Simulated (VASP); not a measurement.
## SiC: single point with r2SCAN

Crystal: SiC.

```
CELL_PARAMETERS angstrom
4.35629 0.00000 0.00000
0.00000 -4.35629 0.00000
0.00000 0.00000 -4.35629
ATOMIC_POSITIONS crystal
Si 0.00000 0.00000 0.00000
Si 0.50000 0.50000 0.00000
Si 0.50000 0.00000 0.50000
Si 0.00000 0.50000 0.50000
C 0.75000 0.75000 0.75000
C 0.25000 0.25000 0.75000
C 0.25000 0.75000 0.25000
C 0.75000 0.25000 0.25000
```

```
Program             : VASP 6.6.1
Task                : single point
Functional          : r2SCAN
Potentials or basis : VASP PAW PBE potentials, release 64 (Si, C)
Cutoff              : 520 eV
k mesh              : 6 × 6 × 6
Occupations         : gaussian, width 0.05 eV
Spin                : no spin polarisation
```

```yaml
Pressure: -0.2 GPa
Band_gap_on_the_k_mesh: 1.72 eV
```

Levels at points of the mesh, in eV from the valence-band top:
```csv
k point,band 12,band 13,band 14,band 15,band 16,band 17,band 18,band 19,band 20,band 21
"(0.00, 0.00, 0.00)",-3.34,-3.34,0.00,0.00,0.00,1.72,1.72,1.72,4.83,4.83
"(0.50, 0.00, 0.00)",-3.51,-2.02,-2.02,-2.02,-2.02,4.54,4.54,5.73,5.73,6.91
"(0.50, 0.50, 0.00)",-4.48,-1.24,-1.24,-1.24,-1.24,6.07,6.07,6.07,6.07,9.49
"(0.50, 0.50, 0.50)",-1.11,-1.11,-1.11,-1.11,-1.11,6.00,6.00,6.00,6.00,7.76
```

Run time: 59 s on 1 thread of AMD EPYC 9R45 96-Core Processor (Zen 5), on a shared host, peak memory 0.16 GiB.

Caveat: the PAW data sets were made with another functional, which shifts forces and pressure a little. A k mesh can miss the band edges.
